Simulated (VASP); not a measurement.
Here is a VASP 6.6.1 calculation.

File INCAR:

```
SYSTEM = LiF
PREC = Accurate
ENCUT = 600
EDIFF = 1E-6
ISMEAR = 0
SIGMA = 0.02
LREAL = .FALSE.
LASPH = .TRUE.
NELM = 80
ALGO = Normal
ISIF = 4
LWAVE = .FALSE.
LCHARG = .FALSE.
GGA = PE
IBRION = 2
NSW = 50
EDIFFG = -0.01
```

The input KPOINTS:

```
regular mesh
0
G
  4 4 8
  0 0 0
```

The input POSCAR:

```
LiF
1.0
    5.5636866480      0.0000000000      0.0000000000
    0.0000000000      5.5636866480      0.0000000000
    0.0000000000      0.0000000000      2.9059585394
Li F
4 4
Direct
    0.6635866670      0.3364133330      0.2500000000
    0.3364133330      0.6635866670      0.7500000000
    0.1635866670      0.1635866670      0.0000000000
    0.8364133330      0.8364133330      0.5000000000
    0.8316385301      0.1683614699      0.7500000000
    0.1683614699      0.8316385301      0.2500000000
    0.3316385301      0.3316385301      0.5000000000
    0.6683614699      0.6683614699      0.0000000000
```

Potentials or basis: VASP PAW PBE potentials, release 64 (Li_sv, F).

Run with:

```console
$ cat potpaw_PBE.64/Li_sv/POTCAR potpaw_PBE.64/F/POTCAR > POTCAR
$ mpirun -np 1 vasp_std > vasp.out
```

Problem. What does it give for the band gap on the k mesh?

Solution. 6.92 eV (least direct gap 6.93 eV).

Final structure:
```
Li F
1.0
     5.56512    0.00000    0.00000
     0.00000    5.56512    0.00000
     0.00000    0.00000    2.90447
Li F
4 4
Direct
  0.66364 0.33636 0.25000
  0.33636 0.66364 0.75000
  0.16364 0.16364 0.00000
  0.83636 0.83636 0.50000
  0.83164 0.16836 0.75000
  0.16836 0.83164 0.25000
  0.33164 0.33164 0.50000
  0.66836 0.66836 0.00000
```

 A k mesh can miss the band edges.
